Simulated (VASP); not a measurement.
# Se (P3_221) in VASP: notebook

Runs on Se. Level: LDA. Tasks: single point.

All numbers are computed with VASP 6.6.1; they aren't measurements. Logs are shortened: lines on timing, memory, paths and dates and some standing lists are left out, and cuts for length are marked.

### 1 The cell of the first run

Symmetry: P3_221, No. 154, trigonal system. Conventional cell: a = 4.268 Å, b = 4.268 Å, c = 4.949 Å, α = 90.00°, β = 90.00°, γ = 120.00°. Within 3.0 Å of Se (site symmetry 2) lie 2 Se at 2.30 Å.

### 2 Single point, LDA (equal xx and yy strain of -2 %)

Input file INCAR:

```
ALGO = Normal
EDIFF = 1E-6
ENCUT = 520
GGA = CA
ISIF = 2
ISMEAR = -1
LASPH = T
LCHARG = F
LREAL = F
LWAVE = F
NBANDS = 16
NELM = 100
PREC = Accurate
SIGMA = 0.03
```

Input file KPOINTS:

```
k-points
0
Gamma
  8 8 6
```

Input file POSCAR:

```
Se
1.0
    4.2680662840      0.0000000000      0.0000000000
   -2.1340331420      3.6962538270      0.0000000000
    0.0000000000      0.0000000000      4.9494500000
Se
3
Direct
    0.2170000000      0.0000000000      0.1666666667
    0.0000000000      0.2170000000      0.8333333333
    0.7830000000      0.7830000000      0.5000000000
```

Potentials or basis: VASP PAW LDA potentials, release 64 (Se).

On the command line:

```
$ cat potpaw_LDA.64/Se/POTCAR > POTCAR
$ mpirun -np 1 vasp_std > vasp.out
```

OUTCAR:

```text
EDIFF = 1E-6
   ENCUT = 520
   GGA = CA
   ISIF = 2
   ISMEAR = -1
   LASPH = T
   LREAL = F
   NELM = 100
   PREC = Accurate

 ion  position               nearest neighbor table
   1  0.217  0.000  0.167-   3 2.30   2 2.30
   2  0.000  0.217  0.833-   3 2.30   1 2.30
   3  0.783  0.783  0.500-   1 2.30   2 2.30

  LATTYP: Found a hexagonal cell.
 ALAT       =     4.2680662840
 C/A-ratio  =     1.1596469386

  Lattice vectors:

 A1 = (   4.2680662840,   0.0000000000,   0.0000000000)
 A2 = (  -2.1340331420,   3.6962538270,   0.0000000000)
 A3 = (   0.0000000000,   0.0000000000,   4.9494500000)

Analysis of symmetry for initial positions (statically):
=====================================================================
 Subroutine PRICEL returns:
 Original cell was already a primitive cell.

 Routine SETGRP: Setting up the symmetry group for a
 hexagonal supercell.

 Subroutine GETGRP returns: Found  6 space group operations
 (whereof  2 operations were pure point group operations)
 out of a pool of 24 trial point group operations.

The static configuration has the point symmetry C_2 .
 The point group associated with its full space group is D_3 .

Analysis of symmetry for dynamics (positions and initial velocities):
=====================================================================
 Subroutine PRICEL returns:
 Original cell was already a primitive cell.

 Routine SETGRP: Setting up the symmetry group for a
 hexagonal supercell.

 Subroutine GETGRP returns: Found  6 space group operations
 (whereof  2 operations were pure point group operations)
 out of a pool of 24 trial point group operations.

The dynamic configuration has the point symmetry C_2 .
 The point group associated with its full space group is D_3 .

 Subroutine INISYM returns: Found  6 space group operations
 (whereof  2 operations are pure point group operations),
 and found     1 'primitive' translations

----------------------------------------------------------------------------------------

                                     Primitive cell
[... 80 lines left out ...]
   ions per type =               3
   NGX,Y,Z   is equivalent  to a cutoff of  12.46, 12.46, 13.44 a.u.
   NGXF,Y,Z  is equivalent  to a cutoff of  24.93, 24.93, 26.87 a.u.
 SYSTEM =  unknown system
   PREC   = accura    normal or accurate (medium, high low for compatibility)
   ISTART =      0    job   : 0-new  1-cont  2-samecut
   ICHARG =      2    charge: 1-file 2-atom 10-const
   ISPIN  =      1    spin polarized calculation?
   LNONCOLLINEAR =      F non collinear calculations
   LSORBIT =      F    spin-orbit coupling
   LASPH  =      T    aspherical Exc in radial PAW
   ENCUT  =  520.0 eV  38.22 Ry    6.18 a.u.   7.94  7.94  9.20*2*pi/ulx,y,z
   NELM   =    100;   NELMIN=  2; NELMDL= -5     # of ELM steps
   EDIFF  = 0.1E-05   stopping-criterion for ELM
   LREAL  =      F    real-space projection
   EDIFFG = 0.1E-04   stopping-criterion for IOM
   NSW    =      0    number of steps for IOM
   IBRION =     -1    ionic relax: 0-MD 1-quasi-New 2-CG
   NFREE  =      0    steps in history (QN), initial steepest desc. (CG)
   ISIF   =      2    stress and relaxation
   ISYM   =      2    0-nonsym 1-usesym 2-fastsym
   POTIM  = 0.5000    time-step for ionic-motion
   TEBEG  =    0.0;   TEEND  =   0.0 temperature during run
   PSTRESS=    0.0 pullay stress
   NELECT =      18.0000    total number of electrons
   NUPDOWN=      -1.0000    fix difference up-down
   EMIN   =  10.00;   EMAX   =-10.00  energy-range for DOS
   EFERMI =   0.00;   METHOD = LEGACY
   ISMEAR =    -1;   SIGMA  =   0.03  broadening in eV -4-tet -1-fermi 0-gaus
   EFERMI_NEDOS =   21; number of points for ismear=-14 and -15
   IALGO  =     38    algorithm
   IMIX   =      4    mixing-type and parameters
     AMIX     =   0.40;   BMIX     =  1.00
     AMIX_MAG =   1.60;   BMIX_MAG =  1.00
  volume/ion in A,a.u.               =      26.03       175.64
  Fermi-wavevector in a.u.,A,eV,Ry     =   1.003804  1.896915 13.709543  1.007623
  Thomas-Fermi vector in A             =   2.136380
   LORBIT       =      0    0 simple, 1 ext, 2 COOP (PROOUT), +10 PAW based schemes
   GGA     = CA    functional components
   LHFCALC =     F    Hartree Fock is set to
   AEXX    =    0.0000 exact exchange contribution
   IVDW    =     0    specifies the selected vdW correction
   LEPSILON=     F    determine dielectric tensor
   LRPA    =     F    only Hartree local field effects (RPA)
 non-spin polarized calculation
  energy-cutoff  :      520.00
  volume of cell :       78.08
 maximum number of plane-waves:      2116
   NGX = 15   NGY = 15   NGZ = 19

 number of electron      18.0000001 magnetization

 Free energy of the ion-electron system (eV)
  ---------------------------------------------------
  ext. energy  EPLUGINS =         0.00000000
  ---------------------------------------------------
  free energy    TOTEN  =       -12.22212980 eV

  energy without entropy =      -12.22212980  energy(sigma->0) =      -12.22212980

 E-fermi :   3.6198     XC(G=0):  -9.3545

 val. band max:        3.1550084348   @ k =   0.5000   0.0000   0.5000
 cond. band min:       4.0823400637   @ k =   0.3750   0.2500   0.5000
 fundamental gap:      0.9273316289
 Fermi energy:         3.6198214736

 k-point     1 :       0.0000    0.0000    0.0000
  band No.  band energies     occupation
      1     -13.2990      2.00000
      2      -8.8424      2.00000
      3      -8.8424      2.00000
      4      -0.8949      2.00000
      5      -0.8949      2.00000
      6      -0.7652      2.00000
[... 433 lines left out ...]
      3      -8.1580      2.00000
      4      -2.5023      2.00000
      5      -2.2005      2.00000
      6      -0.4014      2.00000
[... 8 lines left out ...]
     15      11.7855      0.00000
     16      12.7475      0.00000

 [... further k-points ...]
[... 5 lines left out ...]
  --------------------------------------------------------------------------------------
  -------------------------------------------------------------------------------------
  Total        1.3198357      1.3198357      2.9633130     -0.0000000     -0.0000000      0.0000000
  in kB       27.0819903     27.0819903     60.8048498     -0.0000000     -0.0000000      0.0000000
  external PRESSURE =      38.3229435 kB  Pullay stress =       0.0000000 kB

 VOLUME and BASIS-vectors are now :
 -----------------------------------------------------------------------------
  energy-cutoff  :      520.00
  volume of cell :       78.08
      direct lattice vectors                 reciprocal lattice vectors
     4.268066284  0.000000000  0.000000000     0.234298142  0.135272095  0.000000000
    -2.134033142  3.696253827  0.000000000     0.000000000  0.270544191  0.000000000
     0.000000000  0.000000000  4.949450000     0.000000000  0.000000000  0.202042651

 POSITION                                       TOTAL-FORCE (eV/Angst)
 -----------------------------------------------------------------------------------
      0.92617      0.00000      0.82491         1.424445      0.000000     -0.000000
     -0.46309      0.80209      4.12454        -0.712222      1.233605      0.000000
      1.67095      2.89417      2.47472        -0.712222     -1.233605      0.000000
 -----------------------------------------------------------------------------------
    total drift:                               -0.000000     -0.000001      0.000000

  FREE ENERGIE OF THE ION-ELECTRON SYSTEM (eV)
  ---------------------------------------------------
  free  energy   TOTEN  =       -12.2221298033 eV

  energy  without entropy=      -12.2221297970  energy(sigma->0) =      -12.22212980
```

OSZICAR:

```text
N       E                     dE             d eps       ncg     rms          rms(c)
DAV:   1     0.790845586619E+02    0.79085E+02   -0.72944E+03  1600   0.941E+02
DAV:   2    -0.725606046805E+01   -0.86341E+02   -0.82133E+02  2136   0.153E+02
DAV:   3    -0.123174354772E+02   -0.50614E+01   -0.50436E+01  2016   0.425E+01
DAV:   4    -0.123530387126E+02   -0.35603E-01   -0.35599E-01  2080   0.419E+00
DAV:   5    -0.123532901030E+02   -0.25139E-03   -0.25139E-03  2032   0.343E-01    0.835E+00
DAV:   6    -0.122589384263E+02    0.94352E-01   -0.44182E-02  1912   0.122E+00    0.513E+00
DAV:   7    -0.122233317345E+02    0.35607E-01   -0.83653E-02  1904   0.162E+00    0.218E-01
DAV:   8    -0.122221027361E+02    0.12290E-02   -0.96202E-03  1760   0.600E-01    0.113E-01
DAV:   9    -0.122221284744E+02   -0.25738E-04   -0.34731E-04  2160   0.111E-01    0.345E-02
DAV:  10    -0.122221292658E+02   -0.79138E-06   -0.17842E-05  2024   0.266E-02    0.677E-03
DAV:  11    -0.122221298033E+02   -0.53751E-06   -0.34205E-06  2064   0.104E-02
   1 F= -.12222130E+02 E0= -.12222130E+02  d E =-.627801E-08
```

Run time: 31 s. Hardware: 1 thread of Intel Xeon Platinum 8488C (Sapphire Rapids), shared host; peak memory 0.18 GiB.

Results:

- Free energy: -12.2221 eV
- Pressure: 3.8 GPa
- Largest force: 1.424 eV/Å
- Band gap on the k mesh: 0.93 eV, indirect (least direct gap 0.95 eV)

Forces on the atoms (eV/Å):
```
Se   1.424  0.000  0.000
Se  -0.712  1.234  0.000
Se  -0.712 -1.234  0.000
```

Stress tensor (GPa, compression positive):
```
2.71 0.00 0.00
0.00 2.71 0.00
0.00 0.00 6.08
```

Caveat: the cell differs from its parent crystal (equal xx and yy strain of -2 %); forces of over 1 eV/Å act on the atoms, so gaps and moduli don't describe the material at rest.

### 3 Single point, LDA (equal xx and yy strain of +1 %)

Input file INCAR:

```
PREC = Accurate ; ENCUT = 520
EDIFF = 1E-6 ; ISMEAR = -1
SIGMA = 0.03 ; LREAL = F
LASPH = T ; NELM = 80
ALGO = Normal ; ISIF = 2
LWAVE = F ; LCHARG = T
LELF = T ; LVHAR = T
NBANDS = 16
```

Input file KPOINTS:

```
regular mesh
0
Gamma
  8 8 6
```

Input file POSCAR:

```
Se
1.0
    4.3987213744      0.0000000000      0.0000000000
   -2.1993606872      3.8094044544      0.0000000000
    0.0000000000      0.0000000000      4.9494500000
Se
3
Direct
    0.2170000000      0.0000000000      0.1666666667
    0.0000000000      0.2170000000      0.8333333333
    0.7830000000      0.7830000000      0.5000000000
```

Potentials or basis: VASP PAW LDA potentials, release 64 (Se).

On the command line:

```
$ cat potpaw_LDA.64/Se/POTCAR > POTCAR
$ mpirun -np 1 vasp_std > vasp.out
```

OUTCAR:

```text
PREC = Accurate
   ENCUT = 520
   EDIFF = 1E-6
   ISMEAR = -1
   LREAL = F
   LASPH = T
   NELM = 80
   ISIF = 2

 ion  position               nearest neighbor table
   1  0.217  0.000  0.167-   3 2.34   2 2.34
   2  0.000  0.217  0.833-   3 2.34   1 2.34
   3  0.783  0.783  0.500-   2 2.34   1 2.34

  LATTYP: Found a hexagonal cell.
 ALAT       =     4.3987213744
 C/A-ratio  =     1.1252019800

  Lattice vectors:

 A1 = (   4.3987213744,   0.0000000000,   0.0000000000)
 A2 = (  -2.1993606872,   3.8094044544,   0.0000000000)
 A3 = (   0.0000000000,   0.0000000000,   4.9494500000)

Analysis of symmetry for initial positions (statically):
=====================================================================
 Subroutine PRICEL returns:
 Original cell was already a primitive cell.

 Routine SETGRP: Setting up the symmetry group for a
 hexagonal supercell.

 Subroutine GETGRP returns: Found  6 space group operations
 (whereof  2 operations were pure point group operations)
 out of a pool of 24 trial point group operations.

The static configuration has the point symmetry C_2 .
[... 159 lines left out ...]
  ext. energy  EPLUGINS =         0.00000000
  ---------------------------------------------------
  free energy    TOTEN  =       -12.26231867 eV

  energy without entropy =      -12.26231867  energy(sigma->0) =      -12.26231867

 E-fermi :   3.0666     XC(G=0):  -9.0936

 val. band max:        2.5464971788   @ k =   0.5000  -0.0000   0.5000
 cond. band min:       3.6009666432   @ k =   0.3750   0.2500   0.5000
 fundamental gap:      1.0544694644
 Fermi energy:         3.0666165346

 k-point     1 :       0.0000    0.0000    0.0000
  band No.  band energies     occupation
      1     -13.4949      2.00000
      2      -9.2611      2.00000
      3      -9.2611      2.00000
      4      -1.4333      2.00000
      5      -1.4333      2.00000
      6      -1.2293      2.00000
[... 433 lines left out ...]
      3      -8.6447      2.00000
      4      -2.7686      2.00000
      5      -2.5027      2.00000
      6      -0.8126      2.00000
[... 8 lines left out ...]
     15      10.9792      0.00000
     16      11.9151      0.00000

 [... further k-points ...]
[... 5 lines left out ...]
  --------------------------------------------------------------------------------------
  -------------------------------------------------------------------------------------
  Total        0.0201304      0.0201304      0.9982035      0.0000000     -0.0000000      0.0000000
  in kB        0.3888853      0.3888853     19.2836471      0.0000000     -0.0000000      0.0000000
  external PRESSURE =       6.6871393 kB  Pullay stress =       0.0000000 kB

 VOLUME and BASIS-vectors are now :
 -----------------------------------------------------------------------------
  energy-cutoff  :      520.00
  volume of cell :       82.94
      direct lattice vectors                 reciprocal lattice vectors
     4.398721374  0.000000000  0.000000000     0.227338791  0.131254112  0.000000000
    -2.199360687  3.809404454  0.000000000     0.000000000  0.262508225  0.000000000
     0.000000000  0.000000000  4.949450000     0.000000000  0.000000000  0.202042651

 POSITION                                       TOTAL-FORCE (eV/Angst)
 -----------------------------------------------------------------------------------
      0.95452      0.00000      0.82491         0.762262      0.000000     -0.000000
     -0.47726      0.82664      4.12454        -0.381131      0.660138      0.000000
      1.72210      2.98276      2.47472        -0.381131     -0.660138      0.000000
 -----------------------------------------------------------------------------------
    total drift:                                0.000000      0.000001      0.000000

  FREE ENERGIE OF THE ION-ELECTRON SYSTEM (eV)
  ---------------------------------------------------
  free  energy   TOTEN  =       -12.2623186704 eV

  energy  without entropy=      -12.2623186698  energy(sigma->0) =      -12.26231867
```

stdout:

```text
POSCAR found type information on POSCAR Se
 POSCAR found :  1 types and       3 ions
 scaLAPACK will be used
 LDA part: xc-table for (Slater(with rela. corr.)+CA(PZ))
 , standard interpolation
 POSCAR, INCAR and KPOINTS ok, starting setup
 FFT: planning ... GRIDC
 FFT: planning ... GRID_SOFT
 FFT: planning ... GRID
 WAVECAR not read
 entering main loop
```

Wall time 38 s (1 thread of Intel Xeon Platinum 8488C (Sapphire Rapids), shared host); peak memory 0.2 GiB.

What came out:

```yaml
Free_energy: -12.2623 eV
Pressure: 0.7 GPa
Largest_force: 0.762 eV/Å
Band_gap_on_the_k_mesh: 1.05 eV, indirect (least direct gap 1.13 eV)
```

Forces on the atoms (eV/Å):
```
Se   0.762  0.000  0.000
Se  -0.381  0.660  0.000
Se  -0.381 -0.660  0.000
```

Levels at points of the mesh, in eV from the valence-band top:
```tsv
k point	band 5	band 6	band 7	band 8	band 9	band 10	band 11	band 12	band 13	band 14
(0.00, 0.00, 0.00)	-3.98	-3.78	-2.14	-2.14	-0.38	1.96	1.96	2.33	5.69	6.25
(0.50, 0.00, 0.00)	-4.79	-3.41	-2.91	-1.93	-1.02	1.97	2.49	4.17	5.27	7.31
(0.00, 0.00, 0.50)	-3.47	-3.47	-1.56	-1.56	-1.14	1.25	1.28	1.28	6.11	7.24
(0.50, 0.00, 0.50)	-4.54	-4.32	-1.85	-1.37	0.00	1.50	2.69	3.08	6.06	7.75
```

Caveat: the cell differs from its parent crystal (equal xx and yy strain of +1 %).

### 4 Single point, LDA (equal xx and yy strain of +3 %)

Input file INCAR:

```
ALGO     = Normal         # electronic algorithm
EDIFF    = 1E-6           # SCF threshold, eV
ENCUT    = 520            # plane-wave cutoff, eV
ISIF     = 2              # what is computed and relaxed
ISMEAR   = -1             # smearing method
LASPH    = True           # aspherical terms in the spheres
LCHARG   = False          # write CHGCAR
LREAL    = False          # projectors in reciprocal space
LWAVE    = False          # write WAVECAR
NBANDS   = 16             # bands
NELM     = 80             # most SCF steps
PREC     = Accurate       # precision mode
SIGMA    = 0.03           # smearing width, eV
```

Input file KPOINTS:

```
k-points
0
Gamma
  8 8 6
```

Input file POSCAR:

```
Se
1.0
    4.4858247679      0.0000000000      0.0000000000
   -2.2429123840      3.8848382060      0.0000000000
    0.0000000000      0.0000000000      4.9494500000
Se
3
Direct
    0.2170000000      0.0000000000      0.1666666667
    0.0000000000      0.2170000000      0.8333333333
    0.7830000000      0.7830000000      0.5000000000
```

On the command line:

```
$ cat potpaw_LDA.64/Se/POTCAR > POTCAR
$ mpirun -np 1 vasp_std > vasp.out
```

Run time: 38 s. Hardware: 1 thread of Intel Xeon Platinum 8488C (Sapphire Rapids), shared host; peak memory 0.2 GiB.

Results (log left out):

| Property | Result |
| --- | --- |
| Free energy | -12.2474 eV |
| Pressure | -1.0 GPa |
| Largest force | 0.348 eV/Å |
| Band gap on the k mesh | 1.13 eV, indirect (least direct gap 1.24 eV) |

Forces in eV/Å, atoms in the order of the input:
```
Se   0.348  0.000  0.000
Se  -0.174  0.301  0.000
Se  -0.174 -0.301  0.000
```

Stress tensor (GPa, compression positive):
```
-1.45  0.00  0.00
 0.00 -1.45  0.00
 0.00  0.00 -0.23
```

Levels at points of the mesh, in eV from the valence-band top:
| k point | band 5 | band 6 | band 7 | band 8 | band 9 | band 10 | band 11 | band 12 | band 13 | band 14 |
| --- | --- | --- | --- | --- | --- | --- | --- | --- | --- | --- |
| (0.00, 0.00, 0.00) | -3.91 | -3.68 | -2.04 | -2.04 | -0.35 | 1.95 | 1.95 | 2.26 | 5.61 | 6.35 |
| (0.50, 0.00, 0.00) | -4.62 | -3.29 | -2.76 | -1.85 | -0.94 | 1.97 | 2.44 | 3.98 | 5.40 | 7.21 |
| (0.00, 0.00, 0.50) | -3.42 | -3.42 | -1.49 | -1.49 | -1.01 | 1.25 | 1.25 | 1.31 | 6.29 | 7.25 |
| (0.50, 0.00, 0.50) | -4.39 | -4.20 | -1.73 | -1.21 | 0.00 | 1.57 | 2.60 | 3.02 | 6.11 | 7.77 |

Caveat: the cell differs from its parent crystal (equal xx and yy strain of +3 %).

### 5 The runs side by side

| cell | gap on the mesh (eV) | pressure (GPa) | largest force (eV/Å) |
| --- | --- | --- | --- |
| a = 4.268, b = 4.268, c = 4.949 Å, angles 90.0, 90.0, 120.0°, 3 atoms | 0.93 | 3.8 | 1.42 |
| a = 4.399, b = 4.399, c = 4.949 Å, angles 90.0, 90.0, 120.0°, 3 atoms | 1.05 | 0.7 | 0.76 |
| a = 4.486, b = 4.486, c = 4.949 Å, angles 90.0, 90.0, 120.0°, 3 atoms | 1.13 | -1.0 | 0.35 |

Alike in all rows: task single point; level LDA; potentials or basis VASP PAW LDA potentials, release 64 (Se); no spin polarisation; k mesh 8 × 8 × 6; cutoff (eV) 520; smearing fermi-dirac 0.03 eV.

Caveats: forces of over 1 eV/Å act on the atoms, so gaps and moduli don't describe the material at rest (some runs).

Absolute energies hang on the potentials; compare differences alone.
